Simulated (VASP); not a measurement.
Here is a VASP 6.6.1 calculation.

Contents of INCAR:

```
SYSTEM = HPb4
ALGO = Normal
EDIFF = 1E-6
ENCUT = 520
GGA = PE
ISIF = 2
ISMEAR = 0
LASPH = .True.
LCHARG = .False.
LREAL = .False.
LWAVE = .False.
NBANDS = 36
NELM = 60
PREC = Accurate
SIGMA = 0.1
```

The input KPOINTS:

```
k-points
0
Gamma
  6 6 2
  0 0 0
```

The input POSCAR:

```
HPb4
1.0
    3.4857504800      0.0000000000      0.0000000000
   -1.7428752400      3.0187484700      0.0000000000
    0.0000000000      0.0000000000     11.2083657800
H Pb
1 4
Direct
    0.0000000000      0.0000000000      0.0000000000
    0.3333333300      0.6666666700      0.8658552800
    0.3333333300      0.6666666700      0.3767953500
    0.6666666700      0.3333333300      0.1341447200
    0.6666666700      0.3333333300      0.6232046500
```

Potentials or basis: VASP PAW PBE potentials, release 64 (H, Pb_d).

Run with:

```bash
$ cat potpaw_PBE.64/H/POTCAR potpaw_PBE.64/Pb_d/POTCAR > POTCAR
$ mpirun -np 1 vasp_std > vasp.out
```

Question: What does it give for the largest force?

Answer: 0.327 eV/Å.

Question: What does it give for the pressure?

Answer: 5.9 GPa.

Forces on the atoms (eV/Å):
```
H    0.000  0.000  0.000
Pb   0.000  0.000  0.327
Pb   0.000  0.000  0.274
Pb   0.000  0.000 -0.327
Pb   0.000  0.000 -0.274
```
